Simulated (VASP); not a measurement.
Here is a VASP 6.6.1 calculation.

Contents of POSCAR:

```
Be
1.0
   -1.3738670000      1.3738670000      1.1333960000
    1.3738670000     -1.3738670000      1.1333960000
    1.3738670000      1.3738670000     -1.1333960000
Be
1
Direct
    0.0000000000      0.0000000000      0.0000000000
```

Contents of INCAR.step1:

```
SYSTEM = Be
ALGO = Normal
EDIFF = 1E-4
ENCUT = 520
GGA = PE
ISMEAR = -1
LASPH = .True.
LCHARG = .False.
LREAL = .False.
LWAVE = .True.
NBANDS = 7
NELM = 60
PREC = Accurate
SIGMA = 0.0112
```

Contents of INCAR.step2:

```
SYSTEM = Be
ALGO = Normal
EDIFF = 1E-6
ENCUT = 520
ISIF = 2
ISMEAR = -1
ISTART = 1
LASPH = .True.
LCHARG = .False.
LMIXTAU = .True.
LREAL = .False.
LWAVE = .False.
METAGGA = R2SCAN
NBANDS = 7
NELM = 60
PREC = Accurate
SIGMA = 0.0112
```

KPOINTS

```
k-points
0
Gamma
  14 14 14
  0 0 0
```

Potentials or basis: VASP PAW PBE potentials, release 64 (Be).

The run is started by

```bash
$ cat potpaw_PBE.64/Be/POTCAR > POTCAR
$ cp INCAR.step1 INCAR
$ mpirun -np 1 vasp_std > vasp.out
$ cp INCAR.step2 INCAR
$ mpirun -np 1 vasp_std > vasp.out
```

(1) Estimate the pressure.

(2) Predict the band gap on the k mesh.

## Answers

(1) -5.2 GPa.

(2) zero (band 1 reaches 9.73 eV, above the bottom of band 2 at 5.80 eV).

Caveat: the PAW data sets were made with another functional, which shifts forces and pressure a little.
